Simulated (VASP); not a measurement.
# SiC (F-43m) in VASP: notebook

The runs below take SiC through single point, with PBE.

All numbers are computed with VASP 6.6.1; they aren't measurements. Logs are shortened: lines on timing, memory, paths and dates and some standing lists are left out, and cuts for length are marked.

## (1) The cell of the first run

Symmetry: F-43m, No. 216, cubic system. Conventional cell: a = 3.936 Å, b = 3.936 Å, c = 3.936 Å, α = 90.00°, β = 90.00°, γ = 90.00°. Within 2.3 Å of Si (site symmetry -43m) lie 4 C at 1.70 Å. C (site symmetry -43m) has 4 Si at 1.70 Å within 2.3 Å.

## (2) Single point, PBE

Input file INCAR:

```
ALGO = Normal ; EDIFF = 1E-6
ENCUT = 600 ; GGA = PE
GGA_COMPAT = F ; ISIF = 2
ISMEAR = 0 ; LASPH = T
LCHARG = F ; LREAL = F
LWAVE = F ; NBANDS = 11
NELM = 120 ; PREC = Accurate
SIGMA = 0.02
```

Input file KPOINTS:

```
k-points
0
Gamma
  10 10 10
```

Input file POSCAR:

```
SiC
1.0
    0.0000000000      1.9681900364      1.9681900364
    1.9681900364      0.0000000000      1.9681900364
    1.9681900364      1.9681900364      0.0000000000
Si C
1 1
Direct
    0.0000000000      0.0000000000      0.0000000000
    0.2500000000      0.2500000000      0.2500000000
```

Potentials or basis: VASP PAW PBE potentials, release 64 (Si, C).

Launch:

```
> cat potpaw_PBE.64/Si/POTCAR potpaw_PBE.64/C/POTCAR > POTCAR
> mpirun -np 1 vasp_std > vasp.out
```

OUTCAR:

```text
EDIFF = 1E-6
   ENCUT = 600
   GGA = PE
   ISIF = 2
   ISMEAR = 0
   LASPH = T
   LREAL = F
   NELM = 120
   PREC = Accurate

 ion  position               nearest neighbor table
   1  0.000  0.000  0.000-   2 1.70   2 1.70   2 1.70   2 1.70
   2  0.250  0.250  0.250-   1 1.70   1 1.70   1 1.70   1 1.70

  LATTYP: Found a face centered cubic cell.
 ALAT       =     3.9363800728

  Lattice vectors:

 A1 = (   0.0000000000,   1.9681900364,   1.9681900364)
 A2 = (   1.9681900364,   0.0000000000,   1.9681900364)
 A3 = (   1.9681900364,   1.9681900364,   0.0000000000)

Analysis of symmetry for initial positions (statically):
=====================================================================
 Subroutine PRICEL returns:
 Original cell was already a primitive cell.

 Routine SETGRP: Setting up the symmetry group for a
 face centered cubic supercell.

 Subroutine GETGRP returns: Found 24 space group operations
 (whereof 24 operations were pure point group operations)
 out of a pool of 48 trial point group operations.

The static configuration has the point symmetry T_d .

Analysis of symmetry for dynamics (positions and initial velocities):
=====================================================================
 Subroutine PRICEL returns:
 Original cell was already a primitive cell.

 Routine SETGRP: Setting up the symmetry group for a
 face centered cubic supercell.

 Subroutine GETGRP returns: Found 24 space group operations
 (whereof 24 operations were pure point group operations)
 out of a pool of 48 trial point group operations.

The dynamic configuration has the point symmetry T_d .

 Subroutine INISYM returns: Found 24 space group operations
 (whereof 24 operations are pure point group operations),
 and found     1 'primitive' translations

----------------------------------------------------------------------------------------

                                     Primitive cell

  volume of cell :      15.2486

  direct lattice vectors                    reciprocal lattice vectors
     0.000000000  1.968190036  1.968190036    -0.254040510  0.254040510  0.254040510
     1.968190036  0.000000000  1.968190036     0.254040510 -0.254040510  0.254040510
     1.968190036  1.968190036  0.000000000     0.254040510  0.254040510 -0.254040510

  length of vectors
     2.783441043  2.783441043  2.783441043     0.440011070  0.440011070  0.440011070

  position of ions in fractional coordinates (direct lattice)
     0.000000000  0.000000000  0.000000000
     0.250000000  0.250000000  0.250000000

  ion indices of the primitive-cell ions
   primitive index   ion index
                 1           1
                 2           2

----------------------------------------------------------------------------------------

 KPOINTS: k-points

Automatic generation of k-mesh.
 Grid dimensions read from file:
 generate k-points for:   10   10   10

 Generating k-lattice:

  Cartesian coordinates                     Fractional coordinates (reciprocal lattice)
    -0.025404051  0.025404051  0.025404051     0.100000000  0.000000000  0.000000000
     0.025404051 -0.025404051  0.025404051     0.000000000  0.100000000  0.000000000
     0.025404051  0.025404051 -0.025404051     0.000000000  0.000000000  0.100000000

  Length of vectors
     0.044001107  0.044001107  0.044001107

  Shift w.r.t. Gamma in fractional coordinates (k-lattice)
     0.000000000  0.000000000  0.000000000

 Subroutine IBZKPT returns following result:
 ===========================================

 Found     47 irreducible k-points:

 Following reciprocal coordinates:
            Coordinates               Weight
  0.000000  0.000000  0.000000      1.000000
  0.100000  0.000000  0.000000      8.000000
  0.200000  0.000000  0.000000      8.000000
  0.300000  0.000000  0.000000      8.000000
  0.400000  0.000000  0.000000      8.000000
  0.500000  0.000000  0.000000      4.000000
[... 16 lines left out ...]
  0.300000  0.300000  0.000000      6.000000
  0.400000  0.300000  0.000000     24.000000
 [... further k-points ...]
   k-points           NKPTS =     47   k-points in BZ     NKDIM =     47   number of bands    NBANDS=     11
   number of dos      NEDOS =    301   number of ions     NIONS =      2
   total plane-waves  NPLWV =  13824
   dimension x,y,z NGX =    24 NGY =   24 NGZ =   24
   dimension x,y,z NGXF=    48 NGYF=   48 NGZF=   48
   ions per type =               1   1
   NGX,Y,Z   is equivalent  to a cutoff of  14.33, 14.33, 14.33 a.u.
   NGXF,Y,Z  is equivalent  to a cutoff of  28.67, 28.67, 28.67 a.u.
 SYSTEM =  unknown system
   PREC   = accura    normal or accurate (medium, high low for compatibility)
   ISTART =      0    job   : 0-new  1-cont  2-samecut
   ICHARG =      2    charge: 1-file 2-atom 10-const
   ISPIN  =      1    spin polarized calculation?
   LNONCOLLINEAR =      F non collinear calculations
   LSORBIT =      F    spin-orbit coupling
   LASPH  =      T    aspherical Exc in radial PAW
   ENCUT  =  600.0 eV  44.10 Ry    6.64 a.u.   5.56  5.56  5.56*2*pi/ulx,y,z
   NELM   =    120;   NELMIN=  2; NELMDL= -5     # of ELM steps
   EDIFF  = 0.1E-05   stopping-criterion for ELM
   LREAL  =      F    real-space projection
   EDIFFG = 0.1E-04   stopping-criterion for IOM
   NSW    =      0    number of steps for IOM
   IBRION =     -1    ionic relax: 0-MD 1-quasi-New 2-CG
   NFREE  =      0    steps in history (QN), initial steepest desc. (CG)
   ISIF   =      2    stress and relaxation
   ISYM   =      2    0-nonsym 1-usesym 2-fastsym
   POTIM  = 0.5000    time-step for ionic-motion
   TEBEG  =    0.0;   TEEND  =   0.0 temperature during run
   PSTRESS=    0.0 pullay stress
   NELECT =       8.0000    total number of electrons
   NUPDOWN=      -1.0000    fix difference up-down
   EMIN   =  10.00;   EMAX   =-10.00  energy-range for DOS
   EFERMI =   0.00;   METHOD = LEGACY
   ISMEAR =     0;   SIGMA  =   0.02  broadening in eV -4-tet -1-fermi 0-gaus
   EFERMI_NEDOS =   21; number of points for ismear=-14 and -15
   IALGO  =     38    algorithm
   IMIX   =      4    mixing-type and parameters
     AMIX     =   0.40;   BMIX     =  1.00
     AMIX_MAG =   1.60;   BMIX_MAG =  1.00
  volume/ion in A,a.u.               =       7.62        51.45
  Fermi-wavevector in a.u.,A,eV,Ry     =   1.320366  2.495131 23.719954  1.743367
  Thomas-Fermi vector in A             =   2.450198
   LORBIT       =      0    0 simple, 1 ext, 2 COOP (PROOUT), +10 PAW based schemes
   GGA     = PE    functional components
   LHFCALC =     F    Hartree Fock is set to
   AEXX    =    0.0000 exact exchange contribution
   IVDW    =     0    specifies the selected vdW correction
   LEPSILON=     F    determine dielectric tensor
   LRPA    =     F    only Hartree local field effects (RPA)
 non-spin polarized calculation
 Gauss-broadening in eV      SIGMA  =   0.02
  energy-cutoff  :      600.00
  volume of cell :       15.25
 maximum number of plane-waves:       531
 NGX is ok and might be reduce to    24
   NGX = 11   NGY = 11   NGZ = 11

 number of electron       8.0000000 magnetization

 Free energy of the ion-electron system (eV)
  ---------------------------------------------------
  ext. energy  EPLUGINS =         0.00000000
  ---------------------------------------------------
  free energy    TOTEN  =       -13.32665376 eV

  energy without entropy =      -13.32665376  energy(sigma->0) =      -13.32665376

 E-fermi :  12.1349     XC(G=0): -12.7421

 val. band max:       11.9103428035   @ k =   0.0000   0.0000   0.0000
 cond. band min:      12.9255155772   @ k =   0.5000   0.5000   0.0000
 fundamental gap:      1.0151727737
 Fermi energy:        12.1349278126

 k-point     1 :       0.0000    0.0000    0.0000
  band No.  band energies     occupation
      1      -6.0809      2.00000
      2      11.9103      2.00000
      3      11.9103      2.00000
      4      11.9103      2.00000
      5      21.7136      0.00000
      6      21.7136      0.00000
      7      21.7136      0.00000
      8      21.8513      0.00000
      9      28.3974      0.00000
     10      28.3974      0.00000
     11      31.9068      0.00000

 k-point     2 :       0.1000    0.0000    0.0000
  band No.  band energies     occupation
      1      -5.8343      2.00000
      2      10.8367      2.00000
      3      11.7756      2.00000
      4      11.7756      2.00000
      5      21.3699      0.00000
      6      22.0037      0.00000
      7      22.0037      0.00000
      8      22.6952      0.00000
      9      27.1690      0.00000
     10      27.1690      0.00000
     11      30.9477      0.00000

 k-point     3 :       0.2000    0.0000    0.0000
  band No.  band energies     occupation
      1      -5.1022      2.00000
      2       8.4159      2.00000
      3      11.4633      2.00000
      4      11.4633      2.00000
      5      20.9549      0.00000
      6      22.2109      0.00000
      7      22.2109      0.00000
      8      23.8277      0.00000
      9      26.4846      0.00000
     10      26.4846      0.00000
     11      30.2287      0.00000

 k-point     4 :       0.3000    0.0000    0.0000
  band No.  band energies     occupation
      1      -3.9142      2.00000
      2       5.6372      2.00000
      3      11.1390      2.00000
      4      11.1390      2.00000
      5      20.6019      0.00000
      6      21.5171      0.00000
      7      21.5171      0.00000
      8      24.1640      0.00000
      9      27.9413      0.00000
     10      27.9413      0.00000
     11      30.7138      0.00000
[... 239 lines left out ...]
 k-point    22 :      -0.2000    0.2000    0.0000
  band No.  band energies     occupation
      1      -3.5207      2.00000
      2       6.5592      2.00000
      3       8.1410      2.00000
      4      11.3091      2.00000
      5      19.9294      0.00000
      6      22.3799      0.00000
      7      22.5541      0.00000
      8      24.3259      0.00000
      9      25.0588      0.00000
     10      30.9231      0.00000
     11      34.5302      0.00000

 k-point    23 :       0.3000    0.3000    0.0000
  band No.  band energies     occupation
      1      -3.1961      2.00000
      2       7.4288      2.00000
      3       9.1409      2.00000
      4       9.1409      2.00000
      5      15.5168      0.00000
      6      18.8308      0.00000
      7      26.7976      0.00000
      8      26.7976      0.00000
      9      28.5519      0.00000
     10      31.6247      0.00000
     11      37.5006      0.00000

 k-point    24 :       0.4000    0.3000    0.0000
  band No.  band energies     occupation
      1      -2.0663      2.00000
      2       5.9289      2.00000
      3       8.1741      2.00000
      4       8.8359      2.00000
      5      14.9559      0.00000
      6      18.9648      0.00000
      7      26.9873      0.00000
      8      27.2111      0.00000
      9      29.8374      0.00000
     10      33.1553      0.00000
     11      37.8014      0.00000

 [... further k-points ...]
[... 5 lines left out ...]
  --------------------------------------------------------------------------------------
  -------------------------------------------------------------------------------------
  Total       11.8485273     11.8485273     11.8485273      0.0000000     -0.0000000      0.0000000
  in kB     1244.9269642   1244.9269642   1244.9269642      0.0000000     -0.0000000      0.0000000
  external PRESSURE =    1244.9269642 kB  Pullay stress =       0.0000000 kB

 VOLUME and BASIS-vectors are now :
 -----------------------------------------------------------------------------
  energy-cutoff  :      600.00
  volume of cell :       15.25
      direct lattice vectors                 reciprocal lattice vectors
     0.000000000  1.968190036  1.968190036    -0.254040510  0.254040510  0.254040510
     1.968190036  0.000000000  1.968190036     0.254040510 -0.254040510  0.254040510
     1.968190036  1.968190036  0.000000000     0.254040510  0.254040510 -0.254040510

 POSITION                                       TOTAL-FORCE (eV/Angst)
 -----------------------------------------------------------------------------------
      0.00000      0.00000      0.00000         0.000000      0.000000      0.000000
      0.98410      0.98410      0.98410        -0.000000     -0.000000     -0.000000
 -----------------------------------------------------------------------------------
    total drift:                               -0.000000     -0.000000     -0.000000

  FREE ENERGIE OF THE ION-ELECTRON SYSTEM (eV)
  ---------------------------------------------------
  free  energy   TOTEN  =       -13.3266537558 eV

  energy  without entropy=      -13.3266537558  energy(sigma->0) =      -13.32665376
```

It took 7.8 s on 1 thread of Intel Xeon 8259CL, shared host; peak memory 0.13 GiB.

What came out:

```yaml
Free_energy: -13.3267 eV
Pressure: 124.5 GPa
Band_gap_on_the_k_mesh: 1.02 eV (least direct gap 4.76 eV)
```

Levels at points of the mesh, in eV from the valence-band top:
```
           k point  band 1  band 2  band 3  band 4  band 5  band 6  band 7  band 8  band 9
(0.00, 0.00, 0.00)  -17.99    0.00    0.00    0.00    9.80    9.80    9.80    9.94   16.49
(0.50, 0.00, 0.00)  -13.14  -10.39   -1.07   -1.07    8.44    8.58    8.58   11.81   20.64
(0.50, 0.50, 0.00)  -11.36   -8.92   -3.75   -3.75    1.02    5.57   17.86   17.86   19.54
```

Caveat: the cell stands under pressure. PBE gaps usually lie below the measured ones, often by a third to a half.

## (3) Single point, PBE

Input file INCAR:

```
PREC = Accurate
ENCUT = 600
EDIFF = 1E-6
ISMEAR = 0
SIGMA = 0.02
LREAL = F
LASPH = T
NELM = 120
ALGO = Normal
ISIF = 2
LWAVE = F
LCHARG = T
GGA = PE
LELF = T
LVHAR = T
NBANDS = 11
GGA_COMPAT = F
```

Input file KPOINTS:

```
Automatic mesh
0
Gamma
  12 12 12
```

POSCAR is that of step 2.

Potentials or basis: VASP PAW PBE potentials, release 64 (Si, C).

Launch:

```
> cat potpaw_PBE.64/Si/POTCAR potpaw_PBE.64/C/POTCAR > POTCAR
> mpirun -np 1 vasp_std > vasp.out
```

Wall time 11 s (1 thread of Intel Xeon 8259CL, shared host); peak memory 0.14 GiB.

It converged, with:

| Property | Result |
| --- | --- |
| Free energy | -13.3268 eV |
| Pressure | 124.5 GPa |
| Band gap on the k mesh | 1.02 eV (least direct gap 4.76 eV) |

Levels at points of the mesh, in eV from the valence-band top:
| k point | band 1 | band 2 | band 3 | band 4 | band 5 | band 6 | band 7 | band 8 | band 9 |
| --- | --- | --- | --- | --- | --- | --- | --- | --- | --- |
| (0.00, 0.00, 0.00) | -17.99 | 0.00 | 0.00 | 0.00 | 9.80 | 9.80 | 9.80 | 9.94 | 16.49 |
| (0.50, 0.00, 0.00) | -13.14 | -10.39 | -1.07 | -1.07 | 8.44 | 8.58 | 8.58 | 11.81 | 20.64 |
| (0.50, 0.50, 0.00) | -11.36 | -8.92 | -3.75 | -3.75 | 1.02 | 5.57 | 17.86 | 17.86 | 19.54 |

Caveat: the cell stands under pressure. PBE gaps usually lie below the measured ones, often by a third to a half.

[end of part 1 of 2]
